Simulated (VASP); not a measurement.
**Pb: single point with PBE**

The system is Pb.

```
Pb
1.0
     0.00000    2.48918    2.48918
     2.48918    0.00000    2.48918
     2.48918    2.48918    0.00000
Pb
1
Direct
  0.00000 0.00000 0.00000
```

```json
{
  "Program": "VASP 6.6.1",
  "Task": "single point",
  "Functional": "PBE",
  "Potentials or basis": "VASP PAW PBE potentials, release 64 (Pb_d)",
  "Cutoff": "520 eV",
  "k mesh": "19 × 19 × 19",
  "Occupations": "fermi-dirac, width 0.0612256 eV",
  "Spin": "no spin polarisation"
}
```

```yaml
Pressure: 1.6 GPa
Band_gap_on_the_k_mesh: zero (bands 7 and 8 overlap by 8.92 eV)
```

Levels at points of the mesh, in eV from the Fermi level:
```csv
k point,band 4,band 5,band 6,band 7,band 8,band 9,band 10,band 11
"(0.00, 0.00, 0.00)",-16.97,-16.97,-11.68,7.24,7.24,7.24,9.71,11.08
```

It took 110 s on 1 thread of Intel Xeon 8259CL, on a shared host, peak memory 0.22 GiB.

Caveat: spin-orbit coupling is left out, which moves the levels of the heavy elements.
